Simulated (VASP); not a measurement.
# La16HO24 (a cell with a defect) in VASP: single point with r2SCANh

Aim: the single point of La16HO24 (a cell with a defect) with r2SCANh.

All numbers are computed with VASP 6.6.1; they aren't measurements. Logs are shortened: lines on timing, memory, paths and dates and some standing lists are left out, and cuts for length are marked.

### 1 The cell of the first run

The cell holds a defect, 41 atoms: a = 7.881 Å, b = 7.881 Å, c = 12.376 Å, α = 90.00°, β = 90.00°, γ = 120.00°.

### 2 Single point, r2SCANh

Input file POSCAR:

```
La16HO24
1.0
    7.8811453700     -0.0000000600      0.0000000000
   -3.9405726400      6.8252721300      0.0000000000
    0.0000000000      0.0000000000     12.3757188400
La O H
16 24 1
Direct
    0.3151867900      0.1572141800      0.3726940600
    0.1574887900      0.3148985000      0.1273862100
    0.3452237900      0.1721884300      0.8693698600
    0.1724978600      0.3448972300      0.6307824800
    0.3331292900      0.6661463700      0.3951106900
    0.1575282400      0.8417945100      0.1274041000
    0.3331151900      0.6661418400      0.8941877400
    0.1725003000      0.8267446000      0.6307805600
    0.8420941100      0.1571552200      0.3726915200
    0.6664672800      0.3328250000      0.1050597200
    0.8270534700      0.1722096100      0.8693639600
    0.6664430800      0.3327835200      0.6059323700
    0.8421232600      0.6840984500      0.3727052100
    0.6843863200      0.8417464500      0.1273986400
    0.8270568500      0.6540254700      0.8693585600
    0.6543545500      0.8267604300      0.6307744700
    0.3552535200      0.1772451700      0.1854633800
    0.1775376100      0.3549985900      0.3146185800
   -0.0001859400     -0.0005393600      0.0177375900
    0.3327673400      0.1659571700      0.6709369800
    0.1662779000      0.3324673000      0.8292119500
   -0.0002056600     -0.0004894600      0.4824192800
    0.3331368500      0.6661558500      0.1085321600
    0.1775783500      0.8217659000      0.3146454700
   -0.0423950800      0.4783886000     -0.0133340500
    0.3331231600      0.6661361300      0.6983894600
    0.1662783200      0.8329791800      0.8291879200
    0.0419591200      0.5205316700      0.5134723400
    0.8220329400      0.1771722800      0.1854618100
    0.6664764400      0.3328099600      0.3915068300
    0.5208675100      0.0416666500     -0.0133368200
    0.8332844400      0.1659542100      0.6709515000
    0.6664521200      0.3328125500      0.8017350700
    0.4787495900     -0.0426550600      0.5134780600
    0.8221018000      0.6440277700      0.1854788800
    0.6442939600      0.8216858600      0.3146451800
    0.5208968400      0.4784064000     -0.0133281800
    0.8332891900      0.6664783000      0.6709185700
    0.6668027200      0.8329867600      0.8291934100
    0.4786852700      0.5205190500      0.5134674700
   -0.0002107000     -0.0004997900      0.2501326800
```

Input file INCAR.step1:

```
SYSTEM = La16HO24
ALGO     = Normal         ! electronic algorithm
EDIFF    = 1E-5           ! SCF threshold, eV
ENCUT    = 580            ! plane-wave cutoff, eV
GGA      = PE             ! functional
GGA_COMPAT= .False.      
ISIF     = 2              ! what is computed and relaxed
ISMEAR   = -1             ! smearing method
LASPH    = .True.         ! aspherical terms in the spheres
LMAXMIX  = 6              ! l up to which the mixer works
LREAL    = Auto         
LWAVE    = .True.         ! write WAVECAR
NBANDS   = 186            ! bands
NELECT   = 322.0        
NELM     = 200            ! most SCF steps
PREC     = Accurate       ! precision mode
SIGMA    = 0.01           ! smearing width, eV
```

Input file INCAR.step2:

```
SYSTEM = La16HO24
AEXX     = 0.1            ! exact-exchange fraction
ALGO     = Normal         ! electronic algorithm
EDIFF    = 1E-6           ! SCF threshold, eV
ENCUT    = 580            ! plane-wave cutoff, eV
GGA_COMPAT= .False.      
ISIF     = 2              ! what is computed and relaxed
ISMEAR   = -1             ! smearing method
ISTART   = 1            
LASPH    = .True.         ! aspherical terms in the spheres
LCHARG   = .True.         ! write CHGCAR
LELF     = .True.         ! ELF
LHFCALC  = .True.         ! exact exchange
LMAXMIX  = 6              ! l up to which the mixer works
LMIXTAU  = .True.       
LREAL    = Auto         
LVHAR    = .True.       
LWAVE    = .False.        ! write WAVECAR
METAGGA  = R2SCAN         ! meta-GGA
NBANDS   = 186            ! bands
NELECT   = 322.0        
NELM     = 200            ! most SCF steps
PREC     = Accurate       ! precision mode
PRECFOCK = Fast         
SIGMA    = 0.01           ! smearing width, eV
```

Input file KPOINTS:

```
k-points
0
Gamma
  1 1 1
  0 0 0
```

Potentials or basis: VASP PAW PBE potentials, release 64 (La, O, H).

Run with:

```
$ cat potpaw_PBE.64/La/POTCAR potpaw_PBE.64/O/POTCAR potpaw_PBE.64/H/POTCAR > POTCAR
$ cp INCAR.step1 INCAR
$ mpirun -np 1 vasp_gam > vasp.out
$ cp INCAR.step2 INCAR
$ mpirun -np 1 vasp_gam > vasp.out
```

OUTCAR:

```text
SYSTEM = La16HO24
   AEXX = 0.1
   EDIFF = 1E-6
   ENCUT = 580
   ISIF = 2
   ISMEAR = -1
   ISTART = 1
   LASPH = .True.
   LHFCALC = .True.
   LREAL = Auto
   METAGGA = R2SCAN
   NELECT = 322.0
   NELM = 200
   PREC = Accurate
   PRECFOCK = Fast

 ion  position               nearest neighbor table
   1  0.315  0.157  0.373-  17 2.33  30 2.41  18 2.41  24 2.41  22 2.55
   2  0.157  0.315  0.127-  18 2.33  23 2.41  17 2.41  29 2.41  19 2.54
   3  0.345  0.172  0.869-  33 2.35  27 2.37  21 2.37  20 2.46  31 2.55  37 2.55  10 3.65
   4  0.172  0.345  0.631-  26 2.35  20 2.37  32 2.37  21 2.46  28 2.55  40 2.55   5 3.65
   5  0.333  0.666  0.395-  36 2.35  24 2.35  18 2.35  28 2.47  40 2.47  34 2.47  16 3.65   8 3.65
                             4 3.65
   6  0.158  0.842  0.127-  24 2.33  23 2.41  35 2.41  17 2.41  19 2.54
   7  0.333  0.666  0.894-  21 2.42  27 2.42  39 2.42  26 2.42  23 2.65  25 2.81  37 2.81  31 2.81
[... 8 lines left out ...]
  13  0.842  0.684  0.373-  35 2.33  30 2.41  36 2.41  24 2.41  22 2.55
  14  0.684  0.842  0.127-  36 2.33  23 2.41  29 2.41  35 2.41  19 2.54
  15  0.827  0.654  0.869-  33 2.35  39 2.37  27 2.37  38 2.46  37 2.55  25 2.55  10 3.65
  16  0.654  0.827  0.631-  26 2.35  32 2.37  38 2.37  39 2.46  34 2.55  40 2.55   5 3.65
  17  0.355  0.177  0.185-   1 2.33  10 2.35   2 2.41   6 2.41
  18  0.178  0.355  0.315-   2 2.33   5 2.35   1 2.41   9 2.41
  19  1.000  0.999  0.018-   6 2.54   2 2.54  14 2.54
  20  0.333  0.166  0.671-   4 2.37   8 2.37  12 2.42   3 2.46
  21  0.166  0.332  0.829-  11 2.37   3 2.37   7 2.42   4 2.46
  22  1.000  1.000  0.482-   9 2.54   1 2.55  13 2.55
  23  0.333  0.666  0.109-   6 2.41  14 2.41   2 2.41   7 2.65
  24  0.178  0.822  0.315-   6 2.33   5 2.35   1 2.41  13 2.41
  25  0.958  0.478  0.987-  10 2.47  11 2.55  15 2.55   7 2.81
  26  0.333  0.666  0.698-   8 2.35  16 2.35   4 2.35   7 2.42
  27  0.166  0.833  0.829-   3 2.37  15 2.37   7 2.42   8 2.46
  28  0.042  0.521  0.513-   5 2.47   4 2.55   8 2.55  12 2.81
[... 10 lines left out ...]
  39  0.667  0.833  0.829-  15 2.37  11 2.37   7 2.42  16 2.46
  40  0.479  0.521  0.513-   5 2.47   4 2.55  16 2.55  12 2.81
  41  1.000  1.000  0.250-

  LATTYP: Found a hexagonal cell.
 ALAT       =     7.8811453700
 C/A-ratio  =     1.5702944507

  Lattice vectors:

 A1 = (   7.8811453700,  -0.0000000600,   0.0000000000)
 A2 = (  -3.9405726400,   6.8252721300,   0.0000000000)
 A3 = (   0.0000000000,   0.0000000000,  12.3757188400)

Analysis of symmetry for initial positions (statically):
=====================================================================
 Subroutine PRICEL returns:
 Original cell was already a primitive cell.

 Routine SETGRP: Setting up the symmetry group for a
 hexagonal supercell.

 Subroutine GETGRP returns: Found  1 space group operations
 (whereof  1 operations were pure point group operations)
 out of a pool of 24 trial point group operations.

The static configuration has the point symmetry C_1 .

Analysis of symmetry for dynamics (positions and initial velocities):
=====================================================================
 Subroutine PRICEL returns:
 Original cell was already a primitive cell.

 Routine SETGRP: Setting up the symmetry group for a
 hexagonal supercell.

 Subroutine GETGRP returns: Found  1 space group operations
 (whereof  1 operations were pure point group operations)
 out of a pool of 24 trial point group operations.

The dynamic configuration has the point symmetry C_1 .

 Subroutine INISYM returns: Found  1 space group operations
 (whereof  1 operations are pure point group operations),
 and found     1 'primitive' translations

----------------------------------------------------------------------------------------

                                     Primitive cell

  volume of cell :     665.7018

  direct lattice vectors                    reciprocal lattice vectors
     7.881145370 -0.000000060  0.000000000     0.126885111  0.073257152  0.000000000
[... 113 lines left out ...]

 Subroutine IBZKPT returns following result:
 ===========================================

 Found      1 irreducible k-points:

 Following reciprocal coordinates:
            Coordinates               Weight
  0.000000  0.000000  0.000000      1.000000
   k-points           NKPTS =      1   k-points in BZ     NKDIM =      1   number of bands    NBANDS=    186
   number of dos      NEDOS =    301   number of ions     NIONS =     41
   total plane-waves  NPLWV = 401408
   dimension x,y,z NGX =    64 NGY =   64 NGZ =   98
   dimension x,y,z NGXF=   128 NGYF=  128 NGZF=  196
   ions per type =              16  24   1
   NGX,Y,Z   is equivalent  to a cutoff of  13.50, 13.50, 13.16 a.u.
   NGXF,Y,Z  is equivalent  to a cutoff of  27.00, 27.00, 26.33 a.u.
 SYSTEM =  La16HO24
   PREC   = accura    normal or accurate (medium, high low for compatibility)
   ISTART =      1    job   : 0-new  1-cont  2-samecut
   ICHARG =      0    charge: 1-file 2-atom 10-const
   ISPIN  =      1    spin polarized calculation?
   LNONCOLLINEAR =      F non collinear calculations
   LSORBIT =      F    spin-orbit coupling
   LASPH  =      T    aspherical Exc in radial PAW
   ENCUT  =  580.0 eV  42.63 Ry    6.53 a.u.  15.48 15.48 24.30*2*pi/ulx,y,z
   NELM   =    200;   NELMIN=  2; NELMDL=  0     # of ELM steps
   EDIFF  = 0.1E-05   stopping-criterion for ELM
   LREAL  =      T    real-space projection
   EDIFFG = 0.1E-04   stopping-criterion for IOM
   NSW    =      0    number of steps for IOM
   IBRION =     -1    ionic relax: 0-MD 1-quasi-New 2-CG
   NFREE  =      0    steps in history (QN), initial steepest desc. (CG)
   ISIF   =      2    stress and relaxation
   ISYM   =      3    0-nonsym 1-usesym 2-fastsym
   POTIM  = 0.5000    time-step for ionic-motion
   TEBEG  =    0.0;   TEEND  =   0.0 temperature during run
   PSTRESS=    0.0 pullay stress
   NELECT =     322.0000    total number of electrons
   NUPDOWN=      -1.0000    fix difference up-down
   EMIN   =  10.00;   EMAX   =-10.00  energy-range for DOS
   EFERMI =   0.00;   METHOD = LEGACY
   ISMEAR =    -1;   SIGMA  =   0.01  broadening in eV -4-tet -1-fermi 0-gaus
   EFERMI_NEDOS =   21; number of points for ismear=-14 and -15
   IALGO  =     38    algorithm
   IMIX   =      1    mixing-type and parameters
     AMIX     =   0.40;   BMIX     =  1.00
     AMIX_MAG =   1.60;   BMIX_MAG =  1.00
  volume/ion in A,a.u.               =      16.24       109.57
  Fermi-wavevector in a.u.,A,eV,Ry     =   1.285090  2.428468 22.469427  1.651456
  Thomas-Fermi vector in A             =   2.417245
   LORBIT       =      0    0 simple, 1 ext, 2 COOP (PROOUT), +10 PAW based schemes
   METAGGA = R2SCAN    functional components
   LHFCALC =     T    Hartree Fock is set to
   PRECFOCK=fast      Normal, Fast or Accurate (Low or Medium for compatibility)
   ENCUT4O =  -1.0   cutoff for four orbital integrals eV
   NKREDX  =     1    reduce k-point grid by
   NKREDY  =     1    reduce k-point grid by
   NKREDZ  =     1    reduce k-point grid by
   AEXX    =    0.1000 exact exchange contribution
   HFSCREEN=    0.0000 screening length (either q_TF or 0.3 A-1)
   HFSCREENC=   0.0000 screening length for correlation (either q_TF or 0.3 A-1)
   ENCUTFOCK=  -1.0 apply spherical cutoff to Coloumb kernel
   IVDW    =     0    specifies the selected vdW correction
   LEPSILON=     F    determine dielectric tensor
   LRPA    =     F    only Hartree local field effects (RPA)
 non-spin polarized calculation
  energy-cutoff  :      580.00
  volume of cell :      665.70
 maximum number of plane-waves:     10573
 NGX is ok and might be reduce to    64
  NGX = 32; NGY = 32; NGZ = 50

 number of electron     321.9999983 magnetization

 Free energy of the ion-electron system (eV)
  ---------------------------------------------------
  ext. energy  EPLUGINS =         0.00000000
  ---------------------------------------------------
  free energy    TOTEN  =      -749.87361556 eV

  energy without entropy =     -749.87361556  energy(sigma->0) =     -749.87361556

 E-fermi :   6.1095     XC(G=0): -10.0650

 val. band max:        5.7723024741   @ k =   0.0000   0.0000   0.0000
 cond. band min:      10.2401865670   @ k =   0.0000   0.0000   0.0000
 fundamental gap:      4.4678840929
 Fermi energy:         6.1095172902

 k-point     1 :       0.0000    0.0000    0.0000
  band No.  band energies     occupation
      1     -26.4360      2.00000
      2     -26.2979      2.00000
      3     -26.2671      2.00000
      4     -26.2668      2.00000
      5     -26.2418      2.00000
      6     -26.1992      2.00000
[... 165 lines left out ...]
    172      11.3186      0.00000
    173      11.3187      0.00000
 [bands above 173 left out]

------------------------ aborting loop because EDIFF is reached ----------------------------------------

  FORCE on cell =-STRESS in cart. coord.  units (eV):
  Direction    XX          YY          ZZ          XY          YZ          ZX
  --------------------------------------------------------------------------------------
  -------------------------------------------------------------------------------------
  Total       14.5380909     14.5393923     14.4595818      0.0004713     -0.0045589      0.0026805
  in kB       34.9895390     34.9926710     34.8005874      0.0011342     -0.0109722      0.0064512
  external PRESSURE =      34.9275991 kB  Pullay stress =       0.0000000 kB

 VOLUME and BASIS-vectors are now :
 -----------------------------------------------------------------------------
  energy-cutoff  :      580.00
  volume of cell :      665.70
      direct lattice vectors                 reciprocal lattice vectors
     7.881145370 -0.000000060  0.000000000     0.126885111  0.073257152  0.000000000
    -3.940572640  6.825272130  0.000000000     0.000000001  0.146514305  0.000000000
     0.000000000  0.000000000 12.375718840     0.000000000  0.000000000  0.080803387

 POSITION                                       TOTAL-FORCE (eV/Angst)
 -----------------------------------------------------------------------------------
      1.86452      1.07303      4.61236         0.029682      0.016702     -0.030353
      0.00031      2.14927      1.57650         0.000124      0.032675      0.033731
      2.04224      1.17523     10.75908        -0.003157     -0.001670     -0.054471
      0.00039      2.35402      7.80639         0.000151     -0.002782      0.051408
      0.00044      4.54663      4.88978        -0.000145     -0.000400     -0.089623
     -2.07565      5.74548      1.57672         0.029151     -0.017444      0.033140
[... 33 lines left out ...]
      1.72145      3.55268      6.35453         0.021461     -0.013424      0.000927
      3.94088      6.82186      3.09557         0.000464     -0.000393     -0.000372
 -----------------------------------------------------------------------------------
    total drift:                               -0.000535      0.001046      0.000315

  FREE ENERGIE OF THE ION-ELECTRON SYSTEM (eV)
  ---------------------------------------------------
  free  energy   TOTEN  =      -749.8736155616 eV

  energy  without entropy=     -749.8736155616  energy(sigma->0) =     -749.87361556
```

Run time: 85 min. Hardware: 1 thread of Intel Xeon 8259CL, shared host; peak memory 1 GiB.

Results:

```
Free energy   : -749.8736 eV
Largest force : 0.090 eV/Å
```

Forces in eV/Å, atoms in the order of the input:
```
La   0.030  0.017 -0.030
La   0.000  0.033  0.034
La  -0.003 -0.002 -0.054
La   0.000 -0.003  0.051
La   0.000  0.000 -0.090
La   0.029 -0.017  0.033
La   0.001  0.001 -0.024
La  -0.003  0.002  0.052
La  -0.029  0.017 -0.031
La   0.000 -0.001  0.090
La   0.003 -0.002 -0.054
La   0.000  0.001  0.022
La   0.000 -0.035 -0.031
La  -0.029 -0.017  0.034
La   0.000  0.003 -0.054
La   0.003  0.001  0.053
O    0.027  0.015 -0.061
O    0.000  0.031  0.061
O    0.000  0.000 -0.053
O   -0.001  0.000 -0.027
O    0.000 -0.002  0.029
O    0.001 -0.001  0.053
O    0.000  0.000  0.041
O    0.026 -0.015  0.060
O    0.022  0.012 -0.001
O    0.000  0.001 -0.059
O   -0.002  0.001  0.029
O   -0.022 -0.013  0.001
O   -0.027  0.015 -0.062
O    0.000  0.000 -0.041
O    0.000 -0.026  0.000
O    0.002  0.000 -0.028
O   -0.001  0.000  0.059
O   -0.001  0.025  0.001
O    0.000 -0.029 -0.062
O   -0.026 -0.015  0.060
O   -0.022  0.012 -0.001
O    0.000  0.003 -0.027
O    0.002  0.002  0.029
O    0.021 -0.013  0.001
H    0.000  0.000  0.000
```

Caveat: the k points lie up to 0.92 Å⁻¹ apart, too coarse for converged energies, forces and pressures; the cell carries a net charge on a neutralising background, which shifts energy and pressure; the cell is charged against a uniform background, so pressure and absolute levels hang on convention; the PAW data sets were made with another functional, which shifts forces and pressure a little; spin-orbit coupling is left out, which moves the levels of the heavy elements.
